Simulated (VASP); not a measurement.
Input of a VASP 6.6.1 run:

File INCAR:

```
PREC = Accurate
ENCUT = 600
EDIFF = 1E-6
ISMEAR = 0
SIGMA = 0.02
LREAL = False
LASPH = True
NELM = 80
ALGO = Normal
ISIF = 3
LWAVE = False
LCHARG = False
GGA = PE
IVDW = 12
IBRION = 2
NSW = 100
EDIFFG = -0.005
```

Contents of KPOINTS:

```
Automatic mesh
0
Gamma
  8 8 8
```

The input POSCAR:

```
CdF2
1.0
    0.0000000000      2.6940000000      2.6940000000
    2.6940000000      0.0000000000      2.6940000000
    2.6940000000      2.6940000000      0.0000000000
Cd F
1 2
Direct
    0.0000000000      0.0000000000      0.0000000000
    0.2500000000      0.2500000000      0.2500000000
    0.7500000000      0.7500000000      0.7500000000
```

Potentials or basis: VASP PAW PBE potentials, release 64 (Cd, F).

The run is started by

```sh
$ cat potpaw_PBE.64/Cd/POTCAR potpaw_PBE.64/F/POTCAR > POTCAR
$ mpirun -np 1 vasp_std > vasp.out
```

Question: Predict the dispersion energy per atom.

Answer: -0.161 eV.

Question: Estimate the relaxed volume.

Answer: 13.52 Å³/atom.

Question: What does it give for the band gap on the k mesh?

Answer: 2.94 eV, indirect (least direct gap 3.48 eV).

Step by step:
| step | energy change (eV) | largest force (eV/Å) | pressure (GPa) | volume (Å³) |
| --- | --- | --- | --- | --- |
| 1 | 0.0000 | 0.0000 | 3.95 | 39.10 |
| 2 | -0.0160 | 0.0000 | -0.94 | 40.95 |
| 3 | -0.0172 | 0.0000 | 0.01 | 40.55 |

A k mesh can miss the band edges. Expect the measured gap to be larger: semilocal functionals such as PBE lack the derivative discontinuity.
